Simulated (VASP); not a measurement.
Set up this calculation in VASP 6.6.1, as the native input.

- Task: relaxation of cell and atoms
- Functional: PBE
- Potentials or basis: VASP PAW PBE potentials, release 64 (Se)
- Cutoff: 600 eV
- k mesh: 12 × 12 × 8
- Occupations: gaussian, width 0.02 eV
- Spin: no spin polarisation
- Dipole correction: no
- Further INCAR settings: ALGO = Normal; EDIFF = 1e-06; IBRION = 2; EDIFFG = -0.005; NSW = 70; ISIF = 3

The structure of Se lies in POSCAR:

```
Se
1.0
    4.0663877714      0.0000000000      0.0000000000
   -2.0331938857      3.5215951117      0.0000000000
    0.0000000000      0.0000000000      5.1281022030
Se
3
Direct
    0.2474441096      0.0000000000      0.1666666667
    0.0000000000      0.2474441096      0.8333333333
    0.7525558904      0.7525558904      0.5000000000
```

These files were run (other wordings do the same):

INCAR

```
SYSTEM = Se
PREC     = Accurate       ! precision mode
ENCUT    = 600            ! plane-wave cutoff, eV
EDIFF    = 1E-6           ! SCF threshold, eV
ISMEAR   = 0              ! smearing method
SIGMA    = 0.02           ! smearing width, eV
LREAL    = .False.        ! projectors in reciprocal space
LASPH    = .True.         ! aspherical terms in the spheres
NELM     = 100            ! most SCF steps
ALGO     = Normal         ! electronic algorithm
ISIF     = 3              ! what is computed and relaxed
LWAVE    = .False.        ! write WAVECAR
LCHARG   = .False.        ! write CHGCAR
GGA      = PE             ! functional
IBRION   = 2              ! ionic algorithm
NSW      = 70             ! ionic steps
EDIFFG   = -0.005         ! ionic threshold
```

KPOINTS

```
Automatic mesh
0
Gamma
  12 12 8
  0 0 0
```

Potentials or basis: VASP PAW PBE potentials, release 64 (Se).

Launch:

```console
$ cat potpaw_PBE.64/Se/POTCAR > POTCAR
$ mpirun -np 1 vasp_std > vasp.out
```

It gave:

| Quantity | Value |
| --- | --- |
| Relaxed volume | 29.83 Å³/atom |
| Relaxed cell | a = 4.525 Å, b = 4.525 Å, c = 5.047 Å, α = 90.00°, β = 90.00°, γ = 120.00° |
| Space group after relaxing (to 0.1 Å) | P3_221 (No. 154) |
| Energy gained by relaxing | 29.2 meV/atom |
| Ionic steps | 17 |
| Pressure after relaxing | 0.0 GPa |
| Band gap on the k mesh | 1.02 eV (least direct gap 1.24 eV) |

Caveat: the volume moved by over 15 % at a fixed basis, so the end points are rough.

Run time: 7.3 min on 1 thread of AMD EPYC 9R45 96-Core Processor (Zen 5), on a shared host, peak memory 0.27 GiB.
